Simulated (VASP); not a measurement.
# AgCl (I4/mmm) in VASP: notebook

AgCl is run at these levels: r2SCAN; tasks: single point.

Program: VASP 6.6.1. These are calculated values, not measurements. Logs are shortened: lines on timing, memory, paths and dates and some standing lists are left out, and cuts for length are marked.

**1. The cell of the first run**

Symmetry: I4/mmm, No. 139, tetragonal system. The conventional cell has a = 3.981 Å, b = 3.981 Å, c = 5.463 Å, α = 90.00°, β = 90.00°, γ = 90.00°. Ag (site symmetry 4/mmm) has 6 Cl at 2.73 to 2.81 Å within 3.6 Å. Within 3.6 Å of Cl (site symmetry 4/mmm) lie 6 Ag at 2.73 to 2.81 Å.

**2. Single point, r2SCAN (strain +0.015 along x and y, -0.015 along z)**

Input file POSCAR:

```
AgCl
1.0
    0.0000000000      2.8147472500      2.7315527500
    2.8147472500      0.0000000000      2.7315527500
    2.8147472500      2.8147472500      0.0000000000
Ag Cl
1 1
Direct
    0.5000000000      0.5000000000      0.5000000000
    0.0000000000      0.0000000000      0.0000000000
```

Input file INCAR.step1:

```
PREC     = Accurate       # precision mode
ENCUT    = 520            # plane-wave cutoff, eV
ISMEAR   = 0              # smearing method
SIGMA    = 0.05           # smearing width, eV
LREAL    = False          # projectors in reciprocal space
LASPH    = True           # aspherical terms in the spheres
NELM     = 100            # most SCF steps
NBANDS   = 16             # bands
GGA      = PE             # functional
ALGO     = Normal         # electronic algorithm
EDIFF    = 1E-4           # SCF threshold, eV
LWAVE    = True           # write WAVECAR
LCHARG   = False          # write CHGCAR
```

Input file INCAR.step2:

```
PREC     = Accurate       # precision mode
ENCUT    = 520            # plane-wave cutoff, eV
EDIFF    = 1E-6           # SCF threshold, eV
ISMEAR   = 0              # smearing method
SIGMA    = 0.05           # smearing width, eV
LREAL    = False          # projectors in reciprocal space
LASPH    = True           # aspherical terms in the spheres
NELM     = 100            # most SCF steps
ALGO     = Normal         # electronic algorithm
ISIF     = 2              # what is computed and relaxed
LWAVE    = False          # write WAVECAR
LCHARG   = False          # write CHGCAR
METAGGA  = R2SCAN         # meta-GGA
LMIXTAU  = True         
NBANDS   = 16             # bands
ISTART   = 1
```

Input file KPOINTS:

```
regular mesh
0
Gamma
  8 8 8
```

Potentials or basis: VASP PAW PBE potentials, release 64 (Ag, Cl).

Started as:

```console
$ cat potpaw_PBE.64/Ag/POTCAR potpaw_PBE.64/Cl/POTCAR > POTCAR
$ cp INCAR.step1 INCAR
$ mpirun -np 1 vasp_std > vasp.out
$ cp INCAR.step2 INCAR
$ mpirun -np 1 vasp_std > vasp.out
```

OUTCAR:

```text
PREC = Accurate
   ENCUT = 520
   EDIFF = 1E-6
   ISMEAR = 0
   LREAL = False
   LASPH = True
   NELM = 100
   ISIF = 2
   METAGGA = R2SCAN
   ISTART = 1

 ion  position               nearest neighbor table
   1  0.500  0.500  0.500-   2 2.73   2 2.73   2 2.81   2 2.81   2 2.81   2 2.81
   2  0.000  0.000  0.000-   1 2.73   1 2.73   1 2.81   1 2.81   1 2.81   1 2.81

  LATTYP: Found a body centered tetragonal cell.
 ALAT       =     3.9806537356
 C/A-ratio  =     1.3724141467

  Lattice vectors:

 A1 = (   0.0000000000,  -2.8147472500,  -2.7315527500)
 A2 = (   0.0000000000,   2.8147472500,  -2.7315527500)
 A3 = (   2.8147472500,   0.0000000000,   2.7315527500)

Analysis of symmetry for initial positions (statically):
=====================================================================
 Subroutine PRICEL returns:
 Original cell was already a primitive cell.

 Routine SETGRP: Setting up the symmetry group for a
 body centered tetragonal supercell.

 Subroutine GETGRP returns: Found 16 space group operations
 (whereof 16 operations were pure point group operations)
 out of a pool of 16 trial point group operations.

The static configuration has the point symmetry D_4h.

Analysis of symmetry for dynamics (positions and initial velocities):
=====================================================================
 Subroutine PRICEL returns:
 Original cell was already a primitive cell.

 Routine SETGRP: Setting up the symmetry group for a
 body centered tetragonal supercell.

 Subroutine GETGRP returns: Found 16 space group operations
 (whereof 16 operations were pure point group operations)
 out of a pool of 16 trial point group operations.

The dynamic configuration has the point symmetry D_4h.

 Subroutine INISYM returns: Found 16 space group operations
 (whereof 16 operations are pure point group operations),
 and found     1 'primitive' translations

----------------------------------------------------------------------------------------

                                     Primitive cell

  volume of cell :      43.2831

  direct lattice vectors                    reciprocal lattice vectors
     0.000000000  2.814747250  2.731552750    -0.177635843  0.177635843  0.183046072
     2.814747250  0.000000000  2.731552750     0.177635843 -0.177635843  0.183046072
     2.814747250  2.814747250  0.000000000     0.177635843  0.177635843 -0.183046072

  length of vectors
     3.922267521  3.922267521  3.980653736     0.310829293  0.310829293  0.310829293

  position of ions in fractional coordinates (direct lattice)
     0.500000000  0.500000000  0.500000000
     0.000000000  0.000000000  0.000000000

  ion indices of the primitive-cell ions
   primitive index   ion index
                 1           1
                 2           2

----------------------------------------------------------------------------------------

 KPOINTS: regular mesh

Automatic generation of k-mesh.
 Grid dimensions read from file:
 generate k-points for:    8    8    8

 Generating k-lattice:

  Cartesian coordinates                     Fractional coordinates (reciprocal lattice)
    -0.022204480  0.022204480  0.022880759     0.125000000  0.000000000  0.000000000
     0.022204480 -0.022204480  0.022880759     0.000000000  0.125000000  0.000000000
     0.022204480  0.022204480 -0.022880759     0.000000000  0.000000000  0.125000000

  Length of vectors
     0.038853662  0.038853662  0.038853662

  Shift w.r.t. Gamma in fractional coordinates (k-lattice)
     0.000000000  0.000000000  0.000000000

 Subroutine IBZKPT returns following result:
 ===========================================

 Found     59 irreducible k-points:

 Following reciprocal coordinates:
            Coordinates               Weight
  0.000000  0.000000  0.000000      1.000000
  0.125000 -0.000000  0.000000      8.000000
  0.250000 -0.000000  0.000000      8.000000
  0.375000 -0.000000  0.000000      8.000000
  0.500000 -0.000000  0.000000      4.000000
  0.125000  0.125000  0.000000      2.000000
[... 16 lines left out ...]
  0.250000 -0.000000  0.125000     16.000000
  0.375000 -0.000000  0.125000     16.000000
 [... further k-points ...]
   k-points           NKPTS =     59   k-points in BZ     NKDIM =     59   number of bands    NBANDS=     16
   number of dos      NEDOS =    301   number of ions     NIONS =      2
   total plane-waves  NPLWV =  27000
   dimension x,y,z NGX =    30 NGY =   30 NGZ =   30
   dimension x,y,z NGXF=    60 NGYF=   60 NGZF=   60
   ions per type =               1   1
   NGX,Y,Z   is equivalent  to a cutoff of  12.72, 12.72, 12.53 a.u.
   NGXF,Y,Z  is equivalent  to a cutoff of  25.43, 25.43, 25.06 a.u.
 SYSTEM =  unknown system
   PREC   = accura    normal or accurate (medium, high low for compatibility)
   ISTART =      1    job   : 0-new  1-cont  2-samecut
   ICHARG =      0    charge: 1-file 2-atom 10-const
   ISPIN  =      1    spin polarized calculation?
   LNONCOLLINEAR =      F non collinear calculations
   LSORBIT =      F    spin-orbit coupling
   LASPH  =      T    aspherical Exc in radial PAW
   ENCUT  =  520.0 eV  38.22 Ry    6.18 a.u.   7.29  7.29  7.40*2*pi/ulx,y,z
   NELM   =    100;   NELMIN=  2; NELMDL=  0     # of ELM steps
   EDIFF  = 0.1E-05   stopping-criterion for ELM
   LREAL  =      F    real-space projection
   EDIFFG = 0.1E-04   stopping-criterion for IOM
   NSW    =      0    number of steps for IOM
   IBRION =     -1    ionic relax: 0-MD 1-quasi-New 2-CG
   NFREE  =      0    steps in history (QN), initial steepest desc. (CG)
   ISIF   =      2    stress and relaxation
   ISYM   =      2    0-nonsym 1-usesym 2-fastsym
   POTIM  = 0.5000    time-step for ionic-motion
   TEBEG  =    0.0;   TEEND  =   0.0 temperature during run
   PSTRESS=    0.0 pullay stress
   NELECT =      18.0000    total number of electrons
   NUPDOWN=      -1.0000    fix difference up-down
   EMIN   =  10.00;   EMAX   =-10.00  energy-range for DOS
   EFERMI =   0.00;   METHOD = LEGACY
   ISMEAR =     0;   SIGMA  =   0.05  broadening in eV -4-tet -1-fermi 0-gaus
   EFERMI_NEDOS =   21; number of points for ismear=-14 and -15
   IALGO  =     38    algorithm
   IMIX   =      4    mixing-type and parameters
     AMIX     =   0.40;   BMIX     =  1.00
     AMIX_MAG =   1.60;   BMIX_MAG =  1.00
  volume/ion in A,a.u.               =      21.64       146.04
  Fermi-wavevector in a.u.,A,eV,Ry     =   1.221967  2.309183 20.316270  1.493204
  Thomas-Fermi vector in A             =   2.357131
   LORBIT       =      0    0 simple, 1 ext, 2 COOP (PROOUT), +10 PAW based schemes
   METAGGA = R2SCAN    functional components
   LHFCALC =     F    Hartree Fock is set to
   AEXX    =    0.0000 exact exchange contribution
   IVDW    =     0    specifies the selected vdW correction
   LEPSILON=     F    determine dielectric tensor
   LRPA    =     F    only Hartree local field effects (RPA)
 non-spin polarized calculation
 Gauss-broadening in eV      SIGMA  =   0.05
  energy-cutoff  :      520.00
  volume of cell :       43.28
 maximum number of plane-waves:      1198
 NGX is ok and might be reduce to    30
   NGX = 15   NGY = 15   NGZ = 15

 number of electron      17.9999999 magnetization

 Free energy of the ion-electron system (eV)
  ---------------------------------------------------
  ext. energy  EPLUGINS =         0.00000000
  ---------------------------------------------------
  free energy    TOTEN  =       -28.63974277 eV

  energy without entropy =      -28.63974277  energy(sigma->0) =      -28.63974277

 E-fermi :   3.7284     XC(G=0): -10.4259

 val. band max:        3.4449696635   @ k =   0.5000  -0.0000   0.0000
 cond. band min:       4.7803643293   @ k =   0.0000   0.0000   0.0000
 fundamental gap:      1.3353946658
 Fermi energy:         3.7284140515

 k-point     1 :       0.0000    0.0000    0.0000
  band No.  band energies     occupation
      1     -12.3673      2.00000
      2       0.8986      2.00000
      3       0.9526      2.00000
      4       0.9526      2.00000
      5       0.9981      2.00000
      6       0.9981      2.00000
[... 8 lines left out ...]
     15      17.2340      0.00000
     16      17.2340      0.00000

 k-point     2 :       0.1250   -0.0000    0.0000
  band No.  band energies     occupation
      1     -12.3100      2.00000
      2       0.1628      2.00000
      3       0.2560      2.00000
      4       0.2879      2.00000
      5       1.0129      2.00000
      6       1.0412      2.00000
[... 8 lines left out ...]
     15      16.0878      0.00000
     16      16.7458      0.00000

 k-point     3 :       0.2500   -0.0000    0.0000
  band No.  band energies     occupation
      1     -12.1663      2.00000
      2      -0.8235      2.00000
      3      -0.3620      2.00000
      4      -0.2844      2.00000
      5       1.1414      2.00000
      6       1.1522      2.00000
[... 8 lines left out ...]
     15      16.2319      0.00000
     16      16.5860      0.00000

 k-point     4 :       0.3750   -0.0000    0.0000
  band No.  band energies     occupation
      1     -12.0143      2.00000
      2      -1.5910      2.00000
      3      -0.7406      2.00000
      4      -0.6506      2.00000
      5       1.2660      2.00000
      6       1.2753      2.00000
[... 8 lines left out ...]
     15      17.1098      0.00000
     16      17.1919      0.00000

 k-point     5 :       0.5000   -0.0000    0.0000
  band No.  band energies     occupation
      1     -11.9485      2.00000
      2      -1.8737      2.00000
      3      -0.8700      2.00000
      4      -0.7763      2.00000
      5       1.3141      2.00000
      6       1.3324      2.00000
[... 8 lines left out ...]
     15      17.6259      0.00000
     16      17.8547      0.00000

 k-point     6 :       0.1250    0.1250    0.0000
  band No.  band energies     occupation
      1     -12.2864      2.00000
      2      -0.3996      2.00000
      3       0.4996      2.00000
      4       0.4996      2.00000
      5       0.9671      2.00000
      6       1.0549      2.00000
[... 8 lines left out ...]
     15      17.6840      0.00000
     16      17.9893      0.00000
[... 267 lines left out ...]
 k-point    21 :       0.5000    0.5000    0.0000
  band No.  band energies     occupation
      1     -11.9133      2.00000
      2      -1.0131      2.00000
      3       0.2172      2.00000
      4       0.2172      2.00000
      5       0.6831      2.00000
      6       1.2272      2.00000
[... 8 lines left out ...]
     15      19.1383      0.00000
     16      19.1383      0.00000

 k-point    22 :       0.1250    0.0000    0.1250
  band No.  band energies     occupation
      1     -12.2964      2.00000
      2      -0.2325      2.00000
      3       0.5082      2.00000
      4       0.6041      2.00000
      5       0.9085      2.00000
      6       1.0465      2.00000
[... 8 lines left out ...]
     15      17.8102      0.00000
     16      17.9944      0.00000

 k-point    23 :       0.2500   -0.0000    0.1250
  band No.  band energies     occupation
      1     -12.1889      2.00000
      2      -0.7908      2.00000
      3      -0.0437      2.00000
      4       0.0839      2.00000
      5       0.9844      2.00000
      6       1.1684      2.00000
[... 8 lines left out ...]
     15      17.4231      0.00000
     16      18.0321      0.00000

 k-point    24 :       0.3750   -0.0000    0.1250
  band No.  band energies     occupation
      1     -12.0443      2.00000
      2      -1.3239      2.00000
      3      -0.6170      2.00000
      4      -0.4339      2.00000
      5       1.1323      2.00000
      6       1.2910      2.00000
[... 8 lines left out ...]
     15      17.6952      0.00000
     16      17.9388      0.00000

 [... further k-points ...]

------------------------ aborting loop because EDIFF is reached ----------------------------------------

  FORCE on cell =-STRESS in cart. coord.  units (eV):
  Direction    XX          YY          ZZ          XY          YZ          ZX
  --------------------------------------------------------------------------------------
  -------------------------------------------------------------------------------------
  Total       -0.2668417     -0.2668417     -0.0690810      0.0000000      0.0000000      0.0000000
  in kB       -9.8774742     -9.8774742     -2.5571166      0.0000000      0.0000000      0.0000000
  external PRESSURE =      -7.4373550 kB  Pullay stress =       0.0000000 kB

 VOLUME and BASIS-vectors are now :
 -----------------------------------------------------------------------------
  energy-cutoff  :      520.00
  volume of cell :       43.28
      direct lattice vectors                 reciprocal lattice vectors
     0.000000000  2.814747250  2.731552750    -0.177635843  0.177635843  0.183046072
     2.814747250  0.000000000  2.731552750     0.177635843 -0.177635843  0.183046072
     2.814747250  2.814747250  0.000000000     0.177635843  0.177635843 -0.183046072

 POSITION                                       TOTAL-FORCE (eV/Angst)
 -----------------------------------------------------------------------------------
      2.81475      2.81475      2.73155         0.000000      0.000000      0.000000
      0.00000      0.00000      0.00000        -0.000000     -0.000000      0.000000
 -----------------------------------------------------------------------------------
    total drift:                                0.000000      0.000000      0.000000

  FREE ENERGIE OF THE ION-ELECTRON SYSTEM (eV)
  ---------------------------------------------------
  free  energy   TOTEN  =       -28.6397427684 eV

  energy  without entropy=      -28.6397427684  energy(sigma->0) =      -28.63974277
```

It took 97 s on 1 thread of AMD EPYC 9R45 (Zen 5), shared host; peak memory 0.16 GiB.

Results:

```
Free energy            : -28.6397 eV
Pressure               : -0.7 GPa
Band gap on the k mesh : 1.34 eV (least direct gap 3.65 eV)
```

Caveat: the cell differs from its parent crystal (strain +0.015 along x and y, -0.015 along z); the PAW data sets were made with another functional, which shifts forces and pressure a little. A k mesh can miss the band edges.

**3. Single point, r2SCAN (strain +0.000 along x and y, +0.030 along z)**

Input file POSCAR:

```
AgCl
1.0
    0.0000000000      2.7731500000      2.8563445000
    2.7731500000      0.0000000000      2.8563445000
    2.7731500000      2.7731500000      0.0000000000
Ag Cl
1 1
Direct
    0.5000000000      0.5000000000      0.5000000000
    0.0000000000      0.0000000000      0.0000000000
```

Input file INCAR.step1:

```
SYSTEM = AgCl
  PREC = Accurate
  ENCUT = 520
  ISMEAR = 0
  SIGMA = 0.05
  LREAL = .False.
  LASPH = .True.
  NELM = 100
  NBANDS = 16
  GGA = PE
  ALGO = Normal
  EDIFF = 1E-4
  LWAVE = .True.
  LCHARG = .False.
```

Input file INCAR.step2:

```
SYSTEM = AgCl
  PREC = Accurate
  ENCUT = 520
  EDIFF = 1E-6
  ISMEAR = 0
  SIGMA = 0.05
  LREAL = .False.
  LASPH = .True.
  NELM = 100
  ALGO = Normal
  ISIF = 2
  LWAVE = .False.
  LCHARG = .False.
  METAGGA = R2SCAN
  LMIXTAU = .True.
  NBANDS = 16
  ISTART = 1
```

Input file KPOINTS:

```
regular mesh
0
Gamma
  8 8 8
  0 0 0
```

Potentials or basis: VASP PAW PBE potentials, release 64 (Ag, Cl).

Started as:

```console
$ cat potpaw_PBE.64/Ag/POTCAR potpaw_PBE.64/Cl/POTCAR > POTCAR
$ cp INCAR.step1 INCAR
$ mpirun -np 1 vasp_std > vasp.out
$ cp INCAR.step2 INCAR
$ mpirun -np 1 vasp_std > vasp.out
```

It took 95 s on 1 thread of AMD EPYC 9R45 (Zen 5), shared host; peak memory 0.16 GiB.

Results (log left out):

| Item | Value |
| --- | --- |
| Free energy | -28.6357 eV |
| Pressure | -1.4 GPa |
| Band gap on the k mesh | 1.34 eV (least direct gap 3.60 eV) |

Stress tensor (GPa, compression positive):
```
-1.22  0.00  0.00
 0.00 -1.22  0.00
 0.00  0.00 -1.81
```

Levels at points of the mesh, in eV from the valence-band top:
| k point | band 7 | band 8 | band 9 | band 10 | band 11 | band 12 |
| --- | --- | --- | --- | --- | --- | --- |
| (0.00, 0.00, 0.00) | -2.37 | -2.36 | -2.36 | 1.34 | 11.20 | 11.29 |
| (0.50, 0.00, 0.00) | -1.77 | -0.19 | 0.00 | 4.68 | 6.91 | 8.09 |
| (0.50, 0.50, 0.00) | -1.97 | -1.97 | -1.89 | 2.90 | 8.41 | 8.84 |
| (0.50, 0.00, 0.50) | -1.98 | -1.96 | -1.87 | 2.87 | 8.23 | 9.14 |

Caveat: the cell differs from its parent crystal (strain +0.000 along x and y, +0.030 along z); the PAW data sets were made with another functional, which shifts forces and pressure a little. A k mesh can miss the band edges.
